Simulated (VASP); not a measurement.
Write the native input for VASP 6.6.1 that does the following.

* Task: single point
* Functional: PBE
* Potentials or basis: VASP PAW PBE potentials, release 64 (Fe, Si)
* Cutoff: 520 eV
* k mesh: 6 × 6 × 6
* Occupations: gaussian, width 0.1 eV
* Spin: collinear spin, ferromagnetic start
* Starting moments: [4.0, 4.0, 0.0, 0.0] μB
* Dipole correction: no
* Further INCAR settings: ALGO = Normal; EDIFF = 1e-06; NBANDS = 24

The structure of FeSi lies in POSCAR:

```
FeSi
1.0
    0.0000000000      2.8664203609      2.8664203609
    2.8664203609      0.0000000000      2.8664203609
    2.8664203609      2.8664203609      0.0000000000
Fe Si
2 2
Direct
    0.7500000000      0.7500000000      0.7500000000
    0.5000000000      0.5000000000      0.5000000000
    0.2500000000      0.2500000000      0.2500000000
    0.0000000000      0.0000000000      0.0000000000
```

The cell was built from a structure type or drawn by symmetry, and may not be a known phase.

One way to write it, as run:

INCAR

```
SYSTEM = FeSi
PREC = Accurate ; ENCUT = 520
EDIFF = 1E-6 ; ISMEAR = 0
SIGMA = 0.1 ; LREAL = .FALSE.
LASPH = .TRUE. ; NELM = 150
ALGO = Normal ; ISIF = 2
LWAVE = .FALSE. ; LCHARG = .FALSE.
ISPIN = 2 ; MAGMOM = 4 4 0 0
LORBIT = 11 ; LMAXMIX = 4
GGA = PE ; NBANDS = 24
```

KPOINTS

```
Automatic mesh
0
G
  6 6 6
  0 0 0
```

Potentials or basis: VASP PAW PBE potentials, release 64 (Fe, Si).

The run is started by

```bash
$ cat potpaw_PBE.64/Fe/POTCAR potpaw_PBE.64/Si/POTCAR > POTCAR
$ mpirun -np 1 vasp_std > vasp.out
```

Results of the run:

| Property | Result |
| --- | --- |
| Pressure | -0.2 GPa |
| Net moment | 3.52 μB per cell |
| Site moments | Fe +1.84; Si -0.01 μB |
| Valence electrons inside the program's atomic spheres | Fe 7.35; Si 1.59 |

Run time: 19 s on 1 thread of AMD EPYC 9R45 96-Core Processor (Zen 5), on a shared host, peak memory 0.17 GiB.
